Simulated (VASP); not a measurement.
A run of VASP 6.6.1:

INCAR

```
SYSTEM = SiC
PREC = Accurate ; ENCUT = 600
EDIFF = 1E-6 ; ISMEAR = -1
SIGMA = 0.05 ; LREAL = .FALSE.
LASPH = .TRUE. ; NELM = 100
ALGO = Normal ; ISIF = 3
LWAVE = .FALSE. ; LCHARG = .FALSE.
GGA = PS ; IBRION = 2
NSW = 60 ; EDIFFG = -0.01
PSTRESS = 20.0
```

KPOINTS

```
Automatic mesh
0
G
  10 10 5
  0 0 0
```

POSCAR

```
SiC
1.0
    3.0760000000      0.0000000000      0.0000000000
   -1.5380000000      2.6638941420      0.0000000000
    0.0000000000      0.0000000000      5.0480000000
Si C
2 2
Direct
    0.6666666667      0.3333333333      0.5000000000
    0.3333333333      0.6666666667      0.0000000000
    0.6666666667      0.3333333333      0.8850000000
    0.3333333333      0.6666666667      0.3850000000
```

Potentials or basis: VASP PAW PBE potentials, release 64 (Si, C).

Command:

```bash
$ cat potpaw_PBE.64/Si/POTCAR potpaw_PBE.64/C/POTCAR > POTCAR
$ mpirun -np 1 vasp_std > vasp.out
```

Hardware: 1 thread of Intel(R) Xeon(R) Platinum 8559C (Emerald Rapids) (shared host).

Estimate the wall time of this run.

It took 60 s on 1 thread of Intel(R) Xeon(R) Platinum 8559C (Emerald Rapids), on a shared host, peak memory 0.18 GiB. Counts: scf iterations 50, k points 42, ion steps 8.
